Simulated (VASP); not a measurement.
Crystal: Si3B2.

```
Si B
1.0
     5.89475    0.00000    0.00000
     0.00000    5.89475    0.00000
     0.00000    0.00000    3.04003
Si B
6 4
Cartesian
  0.0000 0.0000 0.0000
  2.9474 2.9474 0.0000
  1.0977 4.0450 1.5200
  1.8497 1.0977 1.5200
  4.7971 1.8497 1.5200
  4.0450 4.7971 1.5200
  2.3335 5.2809 0.0000
  0.6139 2.3335 0.0000
  3.5612 0.6139 0.0000
  5.2809 3.5612 0.0000
```

- Program: VASP 6.6.1
- Task: relaxation of cell and atoms
- Functional: PBE
- Potentials or basis: VASP PAW PBE potentials, release 64 (Si, B)
- Cutoff: 600 eV
- k mesh: 6 × 6 × 12
- Occupations: gaussian, width 0.1 eV
- Spin: no spin polarisation

At the start: pressure 0.2 GPa; volume 10.56 Å³/atom.

Where does the relaxation end?

Over 40 steps the energy falls by 250.4 meV/atom and the volume is 11.48 Å³/atom (+8.7 %); space group P4/mbm (No. 127, to 0.1 Å) before and after.

The path:
```
step  energy change (eV)  largest force (eV/Å)  pressure (GPa)  volume (Å³)
   1              0.0000                0.2021            0.18       105.64
   2             -0.0684                0.2142           -0.68       105.80
   3             -0.1687                0.3178           -1.85       106.13
   4             -0.1702                0.3038           -1.83       106.11
   5             -0.1952                0.2613            1.28       103.50
   6             -0.1960                0.2686            0.83       103.86
   7             -0.2269                0.2027            0.77       104.02
   8             -0.2486                0.4108            0.99       104.30
   9             -0.2688                0.3586            0.73       104.79
  10             -0.3185                0.1589            0.16       106.28
  11             -0.3761                0.4210           -0.14       109.29
  12             -0.2339                2.5844            1.31       115.49
  13             -0.3817                0.6198            0.00       110.02
  14             -0.4012                0.6283           -0.03       110.59
  15             -0.4654                0.6368           -0.09       112.30
  16             -0.5829                0.5483           -0.08       115.77
  17             -0.6052                0.5224           -0.48       122.88
  18             -0.6458                0.5022           -0.17       119.13
  19             -0.6484                0.5018           -0.22       120.03
  20             -0.7039                0.0912           -0.86       120.18
  21             -0.7577                0.5973           -2.07       120.45
  22             -0.7928                0.5804           -2.06       120.10
  23             -0.9197                0.4946           -1.97       118.99
  24             -1.3333                0.4269           -1.67       116.57
  25             -2.0730                0.5625            4.10       110.93
  26             -2.0920                0.5790            3.81       111.99
  27             -2.1015                0.5703            3.80       111.58
  28             -2.1876                0.5329            0.95       113.80
  29             -2.2301                0.4838           -2.53       116.89
  30             -2.2889                0.4481           -2.05       116.28
  31             -2.3930                0.3355            0.14       114.47
  32             -2.3953                0.4073            0.80       114.04
  33             -2.4443                0.1873            0.83       113.99
  34             -2.4823                0.2102            1.17       113.88
  35             -2.4837                0.1480            1.08       113.90
  36             -2.5041                0.0367           -0.19       114.98
  37             -2.5041                0.0292           -0.15       114.94
  38             -2.5044                0.0120            0.00       114.79
  39             -2.5044                0.0108            0.04       114.76
  40             -2.5044                0.0076            0.01       114.78
```

Final structure:
```xyz
10
Lattice="5.2731 0.0000 0.0000 0.0000 5.2731 0.0000 0.0000 0.0000 4.1280" Properties=species:S:1:pos:R:3 pbc="T T T"
Si    0.0000    0.0000    0.0000
Si    2.6366    2.6366    0.0000
Si    1.7147    4.3513    2.0640
Si    0.9219    1.7147    2.0640
Si    3.5584    0.9219    2.0640
Si    4.3513    3.5584    2.0640
B     2.0393    4.6758    0.0000
B     0.5973    2.0393    0.0000
B     3.2339    0.5973    4.1280
B     4.6758    3.2339    4.1280
```

Caveat: a cell axis changed by over 15 % at a fixed basis, so the end point is rough.
